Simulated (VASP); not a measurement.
Input of a VASP 6.6.1 run:

Contents of INCAR:

```
PREC = Accurate
ENCUT = 520
EDIFF = 1E-6
ISMEAR = -1
SIGMA = 0.1
LREAL = F
LASPH = T
NELM = 60
ALGO = Normal
ISIF = 2
LWAVE = F
LCHARG = F
GGA = PE
NBANDS = 12
```

File KPOINTS:

```
Automatic mesh
0
Gamma
  11 11 11
```

POSCAR

```
Y
1.0
    3.2278558554      0.0000000000      0.0000000000
    0.0000000000      3.2278558554      0.0000000000
    0.0000000000      0.0000000000      3.2278558554
Y
1
Direct
    0.0000000000      0.0000000000      0.0000000000
```

Potentials or basis: VASP PAW PBE potentials, release 64 (Y_sv).

Run with:

```bash
$ cat potpaw_PBE.64/Y_sv/POTCAR > POTCAR
$ mpirun -np 1 vasp_std > vasp.out
```

(1) Estimate the band gap on the k mesh.

(2) Predict the pressure.

Answers

(1) zero (an odd number of electrons rules out a gap without spin polarisation).

(2) 1.0 GPa.
